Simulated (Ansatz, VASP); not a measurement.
## Two plane-wave programs on Ta

```
Ta
1.0
     2.85687    0.00000    0.00000
    -1.42843    2.54947    0.00000
     0.00000    0.00000    5.16627
Ta
2
Direct
  0.66667 0.33333 0.75000
  0.33333 0.66667 0.25000
```

Change from the starting cell: strain -0.0150 x Voigt [1, -1, 0, 0, 0, 0], atoms carried along.

Alike in both runs: task single point; functional PBEsol; k mesh 18 × 18 × 10; occupations gaussian, width 0.15 eV; no spin polarisation.

```csv
,VASP,Ansatz
version,VASP 6.6.1,Ansatz 0.2.0
potentials or method,"VASP PAW PBE potentials, release 64 (Ta_pv), cutoff 520 eV","scalar-relativistic, plane waves, PAW"
valence electrons in the cell,22,26
```

```csv
,VASP,Ansatz,Ansatz less VASP
gap on the k mesh at the Fermi level (eV),none,none,-
pressure (GPa),-7.0,-7.0,-0.08
"traceless stress, the component that is largest in VASP (GPa)",0.94,0.93,-0.008
rms of the force components (eV/Å),0.076,0.077,+0.0004
```

VASP's potentials were made for PBE, not for PBEsol. Atom by atom the forces differ by 0.000 eV/Å (rms over components). A gap of «none» marks a metal or a gap that the smearing closes. VASP's potentials hold 22 valence electrons a cell and Ansatz's 26, so a difference there can come from the potentials and not from the codes.

Neither program's run includes spin-orbit coupling.
